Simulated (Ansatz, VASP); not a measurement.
# One calculation of Na, two programs

INCAR

```
ALGO = Normal
EDIFF = 1E-6
ENCUT = 520
ISIF = 2
ISMEAR = -1
LASPH = T
LCHARG = T
LELF = T
LREAL = F
LVHAR = T
LWAVE = F
NBANDS = 10
NELM = 60
PREC = Accurate
SIGMA = 0.05
```

The input KPOINTS:

```
k-points
0
Gamma
  13 13 13
```

File POSCAR:

```
Na
1.0
    0.0000000000      2.5560155302      2.5560155302
    2.5560155302      0.0000000000      2.5560155302
    2.5560155302      2.5560155302      0.0000000000
Na
1
Direct
    0.0000000000      0.0000000000      0.0000000000
```

Input for Ansatz:

```yaml
crystal:
  lattice:
    - [0.0, 2.5560155302, 2.5560155302]
    - [2.5560155302, 0.0, 2.5560155302]
    - [2.5560155302, 2.5560155302, 0.0]
  atoms:
    - { symbol: Na, position: [0.0, 0.0, 0.0] }
kpoints:
  mp_grid: { grid: [13, 13, 13] }
  band_path:
    path:
      - [0.0, 0.0, 0.0]
      - [0.5, 0.0, 0.5]
      - [0.625, 0.25, 0.625]
      - [0.375, 0.375, 0.75]
      - [0.0, 0.0, 0.0]
      - [0.5, 0.5, 0.5]
      - [0.5, 0.25, 0.75]
      - [0.5, 0.0, 0.5]
    npoints: 14
scf:
  occupations: { method: fermi_dirac, width: 0.05 }
hamiltonian:
  xc: lda
  pseudopotentials: { kind: all_electron, lapw: { basis_error: 0.001 } }
output:
  forces: true
  stress: true
  eigenvalues: true
  populations: true
  dos: { projected: true, de: 0.2, e_range: [-14, 8] }
```

Alike in both runs: task single point; functional LDA; k mesh 13 × 13 × 13; occupations fermi-dirac, width 0.05 eV; no spin polarisation.

|  | VASP | Ansatz |
| --- | --- | --- |
| version | VASP 6.6.1 | Ansatz 0.2.0 |
| potentials or method | VASP PAW LDA potentials, release 64 (Na_pv), cutoff 520 eV | all-electron LAPW, scalar-relativistic |

```tsv
	VASP	Ansatz	Ansatz less VASP
pressure (GPa)	0.0	0.0	+0.03
```

LDA's correlation is that of Perdew and Zunger in VASP and of Perdew and Wang (1992) in Ansatz. Ansatz ran all-electron here, and VASP with PAW potentials.
